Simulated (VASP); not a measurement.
A run of VASP 6.6.1 is set up as follows.

INCAR

```
PREC = Accurate
ENCUT = 520
EDIFF = 1E-6
ISMEAR = -1
SIGMA = 0.05
LREAL = F
LASPH = T
NELM = 100
ALGO = Normal
ISIF = 2
LWAVE = F
LCHARG = F
GGA = PE
NBANDS = 15
```

KPOINTS

```
regular mesh
0
Gamma
  10 10 9
```

POSCAR

```
TaN
1.0
    2.9380000000      0.0000000000      0.0000000000
   -1.4690000000      2.5443826363      0.0000000000
    0.0000000000      0.0000000000      2.8830000000
Ta N
1 1
Direct
    0.0114440000      0.0083290000      0.4832640000
    0.6525550000      0.3388060000      0.0058730000
```

Potentials or basis: VASP PAW PBE potentials, release 64 (Ta_pv, N).

The run is started by

```bash
$ cat potpaw_PBE.64/Ta_pv/POTCAR potpaw_PBE.64/N/POTCAR > POTCAR
$ mpirun -np 1 vasp_std > vasp.out
```

Problem. Estimate the largest force.

Solution. 1.363 eV/Å.

Problem. What does it give for the pressure?

Solution. 7.0 GPa.

Problem. What does it give for the band gap on the k mesh?

Solution. Zero (band 8 reaches 8.35 eV, above the bottom of band 9 at 8.22 eV).

Stress tensor (GPa, compression positive):
```
 6.66  1.24 -1.72
 1.24  5.92 -0.31
-1.72 -0.31  8.46
```

Caveat: the cell differs from its parent crystal (atoms moved at random); spin-orbit coupling is left out, which moves the levels of the heavy elements; forces of over 1 eV/Å act on the atoms, so gaps and moduli don't describe the material at rest.
